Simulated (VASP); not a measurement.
Input of a VASP 6.6.1 run:

INCAR

```
SYSTEM = TaPSe4
ALGO = Normal
EDIFF = 1E-7
EDIFFG = -0.04
ENCUT = 600
GGA = PE
IBRION = 2
ISIF = 3
ISMEAR = 0
ISPIN = 2
LASPH = .True.
LCHARG = .False.
LMAXMIX = 4
LORBIT = 11
LREAL = .False.
LWAVE = .False.
MAGMOM = 1 0 0 0 0 0
NELM = 150
NSW = 90
PREC = Accurate
SIGMA = 0.1
```

KPOINTS

```
k-points
0
Gamma
  4 4 4
  0 0 0
```

Contents of POSCAR:

```
TaPSe4
1.0
    0.0000000000      4.1558141200      4.1558141200
    4.1558141200      0.0000000000      4.1558141200
    4.1558141200      4.1558141200      0.0000000000
Ta P Se
1 1 4
Direct
    0.2500000000      0.2500000000      0.2500000000
    0.5000000000      0.5000000000      0.5000000000
    0.8742122000      0.3773634100      0.8742122000
    0.8742122000      0.8742122000      0.3773634100
    0.8742122000      0.8742122000      0.8742122000
    0.3773634100      0.8742122000      0.8742122000
```

Potentials or basis: VASP PAW PBE potentials, release 64 (Ta_pv, P, Se).

Run with:

```sh
$ cat potpaw_PBE.64/Ta_pv/POTCAR potpaw_PBE.64/P/POTCAR potpaw_PBE.64/Se/POTCAR > POTCAR
$ mpirun -np 1 vasp_std > vasp.out
```

Predict the net moment.

0.00 μB per cell.

Predict the band gap on the k mesh.

zero (filled and empty bands overlap).

Predict the relaxed cell.

a = 5.506 Å, b = 5.506 Å, c = 5.506 Å, α = 60.00°, β = 60.00°, γ = 60.00°.

Forces on the atoms (eV/Å):
```
Ta   0.000  0.000  0.000
P    0.000  0.000  0.000
Se  -0.002  0.002 -0.002
Se  -0.002 -0.002  0.002
Se   0.002  0.002  0.002
Se   0.002 -0.002 -0.002
```

Caveat: spin-orbit coupling is left out, which moves the levels of the heavy elements.
